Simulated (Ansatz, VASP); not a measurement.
# BN in VASP and in Ansatz

INCAR

```
SYSTEM = BN
PREC = Accurate
ENCUT = 520
EDIFF = 1E-6
ISMEAR = 0
SIGMA = 0.05
LREAL = .FALSE.
LASPH = .TRUE.
NELM = 100
ALGO = Normal
ISIF = 2
LWAVE = .FALSE.
LCHARG = .FALSE.
GGA = CA
NBANDS = 36
```

File KPOINTS:

```
Automatic mesh
0
G
  10 10 2
  0 0 0
```

POSCAR

```
BN
1.0
   -2.5539396017      0.0000000000      0.0000000000
    1.2769698009     -2.2117765748      0.0000000000
    0.0000000000      0.0000000000     15.6805650000
B N
6 6
Direct
    0.3333333333      0.6666666667      0.1852212286
    0.3333333333      0.6666666667      0.4547813497
    0.3333333333      0.6666666667      0.7243414708
    0.6666666667      0.3333333333      0.0504411681
    0.6666666667      0.3333333333      0.3200012892
    0.6666666667      0.3333333333      0.5895614103
    0.3333333333      0.6666666667      0.0842849804
    0.3333333333      0.6666666667      0.3538451015
    0.3333333333      0.6666666667      0.6234052226
    0.6666666667      0.3333333333      0.7581852831
    0.6666666667      0.3333333333      0.2190650410
    0.6666666667      0.3333333333      0.4886251620
```

Input for Ansatz:

```yaml
crystal:
  lattice:
    - [-2.5539396017, 0.0, 0.0]
    - [1.2769698009, -2.2117765748, 0.0]
    - [0.0, 0.0, 15.680565]
  atoms:
    - { symbol: B, position: [0.3333333333, 0.6666666667, 0.1852212286] }
    - { symbol: B, position: [0.3333333333, 0.6666666667, 0.4547813497] }
    - { symbol: B, position: [0.3333333333, 0.6666666667, 0.7243414708] }
    - { symbol: B, position: [0.6666666667, 0.3333333333, 0.0504411681] }
    - { symbol: B, position: [0.6666666667, 0.3333333333, 0.3200012892] }
    - { symbol: B, position: [0.6666666667, 0.3333333333, 0.5895614103] }
    - { symbol: "N", position: [0.3333333333, 0.6666666667, 0.0842849804] }
    - { symbol: "N", position: [0.3333333333, 0.6666666667, 0.3538451015] }
    - { symbol: "N", position: [0.3333333333, 0.6666666667, 0.6234052226] }
    - { symbol: "N", position: [0.6666666667, 0.3333333333, 0.7581852831] }
    - { symbol: "N", position: [0.6666666667, 0.3333333333, 0.219065041] }
    - { symbol: "N", position: [0.6666666667, 0.3333333333, 0.488625162] }
basis:
  ecutwfc: 420
kpoints:
  mp_grid: { grid: [10, 10, 2] }
hamiltonian:
  xc: lda
scf:
  occupations: { method: gaussian, width: 0.05 }
output:
  forces: true
  stress: true
  eigenvalues: true
```

Alike in both runs: task single point; functional LDA; k mesh 10 × 10 × 2; occupations gaussian, width 0.05 eV; no spin polarisation.

|  | VASP | Ansatz |
| --- | --- | --- |
| version | VASP 6.6.1 | Ansatz 0.2.0 |
| potentials or method | VASP PAW LDA potentials, release 64 (B, N), cutoff 520 eV | scalar-relativistic, plane waves, PAW |
| valence electrons in the cell | 48 | 48 |

|  | VASP | Ansatz | Ansatz less VASP |
| --- | --- | --- | --- |
| gap on the k mesh at the Fermi level (eV) | none | none | - |
| pressure (GPa) | -12.7 | -13.4 | -0.65 |
| traceless stress, the component that is largest in VASP (GPa) | 3.18 | 3.29 | +0.109 |
| rms of the force components (eV/Å) | 0.815 | 0.817 | +0.0012 |

LDA's correlation is that of Perdew and Zunger in VASP and of Perdew and Wang (1992) in Ansatz. Atom by atom the forces differ by 0.007 eV/Å (rms over components). A gap of «none» marks a metal or a gap that the smearing closes.
